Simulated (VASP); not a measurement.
Here is a VASP 6.6.1 calculation.

The input INCAR:

```
PREC     = Accurate       # precision mode
ENCUT    = 520            # plane-wave cutoff, eV
EDIFF    = 1E-7           # SCF threshold, eV
ISMEAR   = 0              # smearing method
SIGMA    = 0.15           # smearing width, eV
LREAL    = F              # projectors in reciprocal space
LASPH    = T              # aspherical terms in the spheres
NELM     = 100            # most SCF steps
ALGO     = Fast           # electronic algorithm
ISIF     = 2              # what is computed and relaxed
LWAVE    = F              # write WAVECAR
LCHARG   = F              # write CHGCAR
GGA      = PE             # functional
NBANDS   = 10             # bands
```

File KPOINTS:

```
Automatic mesh
0
Gamma
  12 12 12
```

File POSCAR:

```
Cs
1.0
   -2.9884968750      3.0225000000      2.9884968750
    3.0565031250     -3.0225000000      3.0565031250
    2.9884968750      3.0225000000     -2.9884968750
Cs
1
Direct
    0.0000000000      0.0000000000      0.0000000000
```

Potentials or basis: VASP PAW PBE potentials, release 64 (Cs_sv).

Run with:

```bash
$ cat potpaw_PBE.64/Cs_sv/POTCAR > POTCAR
$ mpirun -np 1 vasp_std > vasp.out
```

Task: Estimate the pressure.

Result: 0.1 GPa.

Task: Predict the band gap on the k mesh.

Result: Zero (an odd number of electrons rules out a gap without spin polarisation).

Caveat: the cell differs from its parent crystal (strain +0.0225 x Voigt [0, 0, 0, 0, 1, 0]); spin-orbit coupling is left out, which moves the levels of the heavy elements.
